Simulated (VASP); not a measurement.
# Cd (P6/mmm) in VASP: further runs

Cd is run at these levels: PBE; tasks: single point.

All numbers are computed with VASP 6.6.1; they aren't measurements. Logs are shortened: lines on timing, memory, paths and dates and some standing lists are left out, and cuts for length are marked.

### 1 The cell of the first run

It takes space group P6/mmm (No. 191, hexagonal). The conventional cell has a = 5.059 Å, b = 5.059 Å, c = 3.041 Å, α = 90.00°, β = 90.00°, γ = 120.00°. Cd (site symmetry 6/mmm) has 14 Cd at 3.04 to 3.29 Å within 4.0 Å. Within 3.8 Å of Cd (site symmetry -6m2) lie 11 Cd at 2.92 to 3.29 Å.

### 2 Single point, PBE

The input, INCAR:

```
SYSTEM = Cd
PREC = Accurate
ENCUT = 520
EDIFF = 1E-6
ISMEAR = -1
SIGMA = 0.08
LREAL = .FALSE.
LASPH = .TRUE.
NELM = 100
ALGO = Normal
ISIF = 2
LWAVE = .FALSE.
LCHARG = .FALSE.
GGA = PE
NBANDS = 25
```

The input, KPOINTS:

```
Automatic mesh
0
G
  7 7 10
  0 0 0
```

The input, POSCAR:

```
Cd
1.0
    5.0591769178      0.0000000000      0.0000000000
   -2.5295884589      4.3813757330      0.0000000000
    0.0000000000      0.0000000000      3.0406872503
Cd
3
Direct
    0.0000000000      0.0000000000      0.0000000000
    0.3333333333      0.6666666667      0.5000000000
    0.6666666667      0.3333333333      0.5000000000
```

Potentials or basis: VASP PAW PBE potentials, release 64 (Cd).

On the command line:

```sh
cat potpaw_PBE.64/Cd/POTCAR > POTCAR
mpirun -np 1 vasp_std > vasp.out
```

OUTCAR:

```text
SYSTEM = Cd
   PREC = Accurate
   ENCUT = 520
   EDIFF = 1E-6
   ISMEAR = -1
   LREAL = .FALSE.
   LASPH = .TRUE.
   NELM = 100
   ISIF = 2
   GGA = PE

 ion  position               nearest neighbor table
   1  0.000  0.000  0.000-   2 3.29   3 3.29   2 3.29   3 3.29   2 3.29   2 3.29   3 3.29   3 3.29
                             3 3.29   3 3.29   2 3.29   2 3.29
   2  0.333  0.667  0.500-   3 2.92   3 2.92   3 2.92   1 3.29   1 3.29   1 3.29   1 3.29   1 3.29
                             1 3.29
   3  0.667  0.333  0.500-   2 2.92   2 2.92   2 2.92   1 3.29   1 3.29   1 3.29   1 3.29   1 3.29
                             1 3.29

  LATTYP: Found a hexagonal cell.
 ALAT       =     5.0591769178
 C/A-ratio  =     0.6010240993

  Lattice vectors:

 A1 = (   5.0591769178,   0.0000000000,   0.0000000000)
 A2 = (  -2.5295884589,   4.3813757330,   0.0000000000)
 A3 = (   0.0000000000,   0.0000000000,   3.0406872503)

Analysis of symmetry for initial positions (statically):
=====================================================================
 Subroutine PRICEL returns:
 Original cell was already a primitive cell.

 Routine SETGRP: Setting up the symmetry group for a
 hexagonal supercell.

 Subroutine GETGRP returns: Found 24 space group operations
 (whereof 24 operations were pure point group operations)
 out of a pool of 24 trial point group operations.

The static configuration has the point symmetry D_6h.

Analysis of symmetry for dynamics (positions and initial velocities):
=====================================================================
 Subroutine PRICEL returns:
 Original cell was already a primitive cell.

 Routine SETGRP: Setting up the symmetry group for a
 hexagonal supercell.

 Subroutine GETGRP returns: Found 24 space group operations
 (whereof 24 operations were pure point group operations)
 out of a pool of 24 trial point group operations.

The dynamic configuration has the point symmetry D_6h.

 Subroutine INISYM returns: Found 24 space group operations
 (whereof 24 operations are pure point group operations),
 and found     1 'primitive' translations

----------------------------------------------------------------------------------------

                                     Primitive cell

  volume of cell :      67.4003

  direct lattice vectors                    reciprocal lattice vectors
     5.059176918  0.000000000  0.000000000     0.197660611  0.114119407  0.000000000
    -2.529588459  4.381375733  0.000000000     0.000000000  0.228238814  0.000000000
     0.000000000  0.000000000  3.040687250     0.000000000  0.000000000  0.328873020

  length of vectors
     5.059176918  5.059176918  3.040687250     0.228238814  0.228238814  0.328873020

  position of ions in fractional coordinates (direct lattice)
     0.000000000  0.000000000  0.000000000
     0.333333333  0.666666667  0.500000000
     0.666666667  0.333333333  0.500000000

  ion indices of the primitive-cell ions
   primitive index   ion index
                 1           1
                 2           2
                 3           3

----------------------------------------------------------------------------------------

 KPOINTS: Automatic mesh

Automatic generation of k-mesh.
 Grid dimensions read from file:
 generate k-points for:    7    7   10

 Generating k-lattice:

  Cartesian coordinates                     Fractional coordinates (reciprocal lattice)
     0.028237230  0.016302772  0.000000000     0.142857143  0.000000000  0.000000000
     0.000000000  0.032605545  0.000000000     0.000000000  0.142857143  0.000000000
     0.000000000  0.000000000  0.032887302     0.000000000  0.000000000  0.100000000

  Length of vectors
     0.032605545  0.032605545  0.032887302

  Shift w.r.t. Gamma in fractional coordinates (k-lattice)
     0.000000000  0.000000000  0.000000000

 Subroutine IBZKPT returns following result:
 ===========================================

 Found     48 irreducible k-points:

 Following reciprocal coordinates:
            Coordinates               Weight
  0.000000  0.000000  0.000000      1.000000
  0.142857  0.000000  0.000000      6.000000
  0.285714  0.000000  0.000000      6.000000
  0.428571 -0.000000  0.000000      6.000000
  0.142857  0.142857  0.000000      6.000000
  0.285714  0.142857  0.000000     12.000000
[... 16 lines left out ...]
  0.428571  0.142857  0.200000     12.000000
  0.285714  0.285714  0.200000     12.000000
 [... further k-points ...]
   k-points           NKPTS =     48   k-points in BZ     NKDIM =     48   number of bands    NBANDS=     25
   number of dos      NEDOS =    301   number of ions     NIONS =      3
   total plane-waves  NPLWV =  38400
   dimension x,y,z NGX =    40 NGY =   40 NGZ =   24
   dimension x,y,z NGXF=    80 NGYF=   80 NGZF=   48
   ions per type =               3
   NGX,Y,Z   is equivalent  to a cutoff of  13.14, 13.14, 13.12 a.u.
   NGXF,Y,Z  is equivalent  to a cutoff of  26.29, 26.29, 26.24 a.u.
 SYSTEM =  Cd
   PREC   = accura    normal or accurate (medium, high low for compatibility)
   ISTART =      0    job   : 0-new  1-cont  2-samecut
   ICHARG =      2    charge: 1-file 2-atom 10-const
   ISPIN  =      1    spin polarized calculation?
   LNONCOLLINEAR =      F non collinear calculations
   LSORBIT =      F    spin-orbit coupling
   LASPH  =      T    aspherical Exc in radial PAW
   ENCUT  =  520.0 eV  38.22 Ry    6.18 a.u.   9.41  9.41  5.65*2*pi/ulx,y,z
   NELM   =    100;   NELMIN=  2; NELMDL= -5     # of ELM steps
   EDIFF  = 0.1E-05   stopping-criterion for ELM
   LREAL  =      F    real-space projection
   EDIFFG = 0.1E-04   stopping-criterion for IOM
   NSW    =      0    number of steps for IOM
   IBRION =     -1    ionic relax: 0-MD 1-quasi-New 2-CG
   NFREE  =      0    steps in history (QN), initial steepest desc. (CG)
   ISIF   =      2    stress and relaxation
   ISYM   =      2    0-nonsym 1-usesym 2-fastsym
   POTIM  = 0.5000    time-step for ionic-motion
   TEBEG  =    0.0;   TEEND  =   0.0 temperature during run
   PSTRESS=    0.0 pullay stress
   NELECT =      36.0000    total number of electrons
   NUPDOWN=      -1.0000    fix difference up-down
   EMIN   =  10.00;   EMAX   =-10.00  energy-range for DOS
   EFERMI =   0.00;   METHOD = LEGACY
   ISMEAR =    -1;   SIGMA  =   0.08  broadening in eV -4-tet -1-fermi 0-gaus
   EFERMI_NEDOS =   21; number of points for ismear=-14 and -15
   IALGO  =     38    algorithm
   IMIX   =      4    mixing-type and parameters
     AMIX     =   0.40;   BMIX     =  1.00
     AMIX_MAG =   1.60;   BMIX_MAG =  1.00
  volume/ion in A,a.u.               =      22.47       151.61
  Fermi-wavevector in a.u.,A,eV,Ry     =   1.328276  2.510077 24.004988  1.764317
  Thomas-Fermi vector in A             =   2.457526
   LORBIT       =      0    0 simple, 1 ext, 2 COOP (PROOUT), +10 PAW based schemes
   GGA     = PE    functional components
   LHFCALC =     F    Hartree Fock is set to
   AEXX    =    0.0000 exact exchange contribution
   IVDW    =     0    specifies the selected vdW correction
   LEPSILON=     F    determine dielectric tensor
   LRPA    =     F    only Hartree local field effects (RPA)
 non-spin polarized calculation
  energy-cutoff  :      520.00
  volume of cell :       67.40
 maximum number of plane-waves:      1830
 NGX is ok and might be reduce to    40
   NGX = 19   NGY = 19   NGZ = 11

 number of electron      35.9999992 magnetization

 Free energy of the ion-electron system (eV)
  ---------------------------------------------------
  ext. energy  EPLUGINS =         0.00000000
  ---------------------------------------------------
  free energy    TOTEN  =        -2.05197511 eV

  energy without entropy =       -2.03100873  energy(sigma->0) =       -2.04149192

 E-fermi :   2.6652     XC(G=0): -10.8280

 val. band max:        2.5564085527   @ k =   0.1429   0.0000   0.3000
 cond. band min:       2.7192774743   @ k =   0.2857   0.2857   0.5000
 fundamental gap:      0.1628689215
 Fermi energy:         2.6652331005

 k-point     1 :       0.0000    0.0000    0.0000
  band No.  band energies     occupation
      1      -7.0993      2.00000
      2      -6.5849      2.00000
      3      -6.5547      2.00000
      4      -6.4247      2.00000
      5      -6.4247      2.00000
      6      -6.2595      2.00000
[... 17 lines left out ...]
     24      14.8283      0.00000
     25      17.8468      0.00000

 k-point     2 :       0.1429    0.0000    0.0000
  band No.  band energies     occupation
      1      -7.0671      2.00000
      2      -6.6404      2.00000
      3      -6.5947      2.00000
      4      -6.5401      2.00000
      5      -6.5293      2.00000
      6      -6.3098      2.00000
[... 17 lines left out ...]
     24      14.8868      0.00000
     25      16.3236      0.00000

 k-point     3 :       0.2857    0.0000    0.0000
  band No.  band energies     occupation
      1      -6.9837      2.00000
      2      -6.8303      2.00000
      3      -6.6649      2.00000
      4      -6.6491      2.00000
      5      -6.5903      2.00000
      6      -6.3538      2.00000
[... 17 lines left out ...]
     24      13.5160      0.00000
     25      13.7772      0.00000

 k-point     4 :       0.4286   -0.0000    0.0000
  band No.  band energies     occupation
      1      -6.9621      2.00000
      2      -6.8758      2.00000
      3      -6.7540      2.00000
      4      -6.6967      2.00000
      5      -6.6226      2.00000
      6      -6.3901      2.00000
[... 17 lines left out ...]
     24      11.4591      0.00000
     25      12.7351      0.00000
[... 477 lines left out ...]
 k-point    22 :       0.2857    0.1429    0.2000
  band No.  band energies     occupation
      1      -6.8522      2.00000
      2      -6.7079      2.00000
      3      -6.6748      2.00000
      4      -6.5324      2.00000
      5      -6.4295      2.00000
      6      -6.3482      2.00000
[... 17 lines left out ...]
     24      11.1982      0.00000
     25      11.4658      0.00000

 k-point    23 :       0.4286    0.1429    0.2000
  band No.  band energies     occupation
      1      -6.8744      2.00000
      2      -6.7114      2.00000
      3      -6.6576      2.00000
      4      -6.5407      2.00000
      5      -6.4284      2.00000
      6      -6.3918      2.00000
[... 17 lines left out ...]
     24      10.7665      0.00000
     25      12.2522      0.00000

 k-point    24 :       0.2857    0.2857    0.2000
  band No.  band energies     occupation
      1      -6.8832      2.00000
      2      -6.6866      2.00000
      3      -6.6661      2.00000
      4      -6.5487      2.00000
      5      -6.4270      2.00000
      6      -6.4034      2.00000
[... 17 lines left out ...]
     24       9.7153      0.00000
     25      12.8799      0.00000

 [... further k-points ...]

------------------------ aborting loop because EDIFF is reached ----------------------------------------

  FORCE on cell =-STRESS in cart. coord.  units (eV):
  Direction    XX          YY          ZZ          XY          YZ          ZX
  --------------------------------------------------------------------------------------
  -------------------------------------------------------------------------------------
  Total        1.0343211      1.0343211      1.0377161      0.0000000     -0.0000000      0.0000000
  in kB       24.5869033     24.5869033     24.6676066      0.0000000     -0.0000000      0.0000000
  external PRESSURE =      24.6138044 kB  Pullay stress =       0.0000000 kB

 VOLUME and BASIS-vectors are now :
 -----------------------------------------------------------------------------
  energy-cutoff  :      520.00
  volume of cell :       67.40
      direct lattice vectors                 reciprocal lattice vectors
     5.059176918  0.000000000  0.000000000     0.197660611  0.114119407  0.000000000
    -2.529588459  4.381375733  0.000000000     0.000000000  0.228238814  0.000000000
     0.000000000  0.000000000  3.040687250     0.000000000  0.000000000  0.328873020

 POSITION                                       TOTAL-FORCE (eV/Angst)
 -----------------------------------------------------------------------------------
      0.00000      0.00000      0.00000         0.000000      0.000000     -0.000000
     -0.00000      2.92092      1.52034        -0.000000      0.000000     -0.000000
      2.52959      1.46046      1.52034         0.000000      0.000000      0.000000
 -----------------------------------------------------------------------------------
    total drift:                                0.000000     -0.000000      0.000000

  FREE ENERGIE OF THE ION-ELECTRON SYSTEM (eV)
  ---------------------------------------------------
  free  energy   TOTEN  =        -2.0519751105 eV

  energy  without entropy=       -2.0310087312  energy(sigma->0) =       -2.04149192
```

Run time: 1.9 min. Hardware: 1 thread of AMD EPYC 7R13, shared host; peak memory 0.19 GiB.

What came out:

```
Free energy            : -2.0520 eV
Pressure               : 2.5 GPa
Band gap on the k mesh : zero (band 18 reaches 6.17 eV, above the bottom of band 19 at 1.66 eV)
```

### 3 Single point, PBE

This run uses another cell than the first one, of 23.65 Å³/atom, 1.053 times its volume.

The input, INCAR:

```
  PREC = Accurate
  ENCUT = 520
  EDIFF = 1E-7
  ISMEAR = -1
  SIGMA = 0.08
  LREAL = F
  LASPH = T
  NELM = 80
  ALGO = Normal
  ISIF = 2
  LWAVE = F
  LCHARG = F
  GGA = PE
  NBANDS = 25
```

The input, KPOINTS:

```
regular mesh
0
Gamma
  7 7 10
```

The input, POSCAR:

```
Cd
1.0
    5.1413878578      0.0000000000      0.0000000000
   -2.5706939289      4.4525724955      0.0000000000
    0.0000000000      0.0000000000      3.0991824661
Cd
3
Direct
    0.0000000000      0.0000000000      0.0000000000
    0.3333333333      0.6666666667      0.5000000000
    0.6666666667      0.3333333333      0.5000000000
```

Potentials or basis: VASP PAW PBE potentials, release 64 (Cd).

On the command line:

```sh
cat potpaw_PBE.64/Cd/POTCAR > POTCAR
mpirun -np 1 vasp_std > vasp.out
```

Wall time 1.9 min (1 thread of AMD EPYC 7R13, shared host); peak memory 0.19 GiB.

The run converged. Its results:

* Free energy: -2.0800 eV
* Pressure: 0.2 GPa
* Band gap on the k mesh: zero (band 18 reaches 5.77 eV, above the bottom of band 19 at 1.24 eV)

Levels at points of the mesh, in eV from the Fermi level:
```csv
k point,band 15,band 16,band 17,band 18,band 19,band 20,band 21,band 22
"(0.00, 0.00, 0.00)",-8.22,-8.21,0.20,0.42,0.93,0.93,0.97,0.97
"(0.00, 0.00, 0.50)",-8.03,-3.61,-3.27,3.49,3.61,3.61,3.69,4.50
```

### 4 Single point, PBE

This run uses another cell than the first one, of 23.65 Å³/atom, 1.053 times its volume.

The input, INCAR:

```
SYSTEM = Cd
  PREC = Accurate
  ENCUT = 520
  EDIFF = 1E-6
  ISMEAR = -1
  SIGMA = 0.08
  LREAL = .False.
  LASPH = .True.
  NELM = 80
  ALGO = Normal
  ISIF = 2
  LWAVE = .False.
  LCHARG = .False.
  GGA = PE
  NBANDS = 25
```

The input, KPOINTS:

```
Automatic mesh
0
Gamma
  7 7 10
  0 0 0
```

POSCAR, as its differences from that of step 3:

```diff
@@ -3,3 +3,3 @@
     5.1413878578      0.0000000000      0.0000000000
-   -2.5706939289      4.4525724955      0.0000000000
+   -2.5706939289      4.4525724956      0.0000000000
     0.0000000000      0.0000000000      3.0991824661
```

On the command line:

```sh
cat potpaw_PBE.64/Cd/POTCAR > POTCAR
mpirun -np 1 vasp_std > vasp.out
```

It took 2.1 min on 1 thread of AMD EPYC 7R13, shared host; peak memory 0.19 GiB.

Results (log left out):

```yaml
Free_energy: -2.0800 eV
Pressure: 0.2 GPa
Band_gap_on_the_k_mesh: zero (band 18 reaches 5.77 eV, above the bottom of band 19 at 1.24 eV)
```

Levels at points of the mesh, in eV from the Fermi level:
```tsv
k point	band 15	band 16	band 17	band 18	band 19	band 20	band 21	band 22
(0.00, 0.00, 0.00)	-8.22	-8.21	0.20	0.42	0.93	0.93	0.97	0.97
(0.00, 0.00, 0.50)	-8.03	-3.61	-3.27	3.49	3.61	3.61	3.69	4.50
```

### 5 Single point, PBE

This run uses another cell than the first one, of 23.65 Å³/atom, 1.053 times its volume.

The input, INCAR:

```
PREC = Accurate
ENCUT = 520
EDIFF = 1E-6
ISMEAR = -1
SIGMA = 0.08
LREAL = F
LASPH = T
NELM = 80
ALGO = Normal
ISIF = 2
LWAVE = F
LCHARG = T
GGA = PE
LELF = T
LVHAR = T
NBANDS = 25
```

The input, KPOINTS:

```
regular mesh
0
Gamma
  7 7 10
```

POSCAR is that of step 4.

On the command line:

```sh
cat potpaw_PBE.64/Cd/POTCAR > POTCAR
mpirun -np 1 vasp_std > vasp.out
```

Run time: 2.3 min. Hardware: 1 thread of AMD EPYC 7R13, shared host; peak memory 0.19 GiB.

The run converged. Its results:

```
Free energy            : -2.0800 eV
Pressure               : 0.2 GPa
Band gap on the k mesh : zero (band 18 reaches 5.77 eV, above the bottom of band 19 at 1.24 eV)
```

Levels at points of the mesh, in eV from the Fermi level:
| k point | band 15 | band 16 | band 17 | band 18 | band 19 | band 20 | band 21 | band 22 |
| --- | --- | --- | --- | --- | --- | --- | --- | --- |
| (0.00, 0.00, 0.00) | -8.22 | -8.21 | 0.20 | 0.42 | 0.93 | 0.93 | 0.97 | 0.97 |
| (0.00, 0.00, 0.50) | -8.03 | -3.61 | -3.27 | 3.49 | 3.61 | 3.61 | 3.69 | 4.50 |
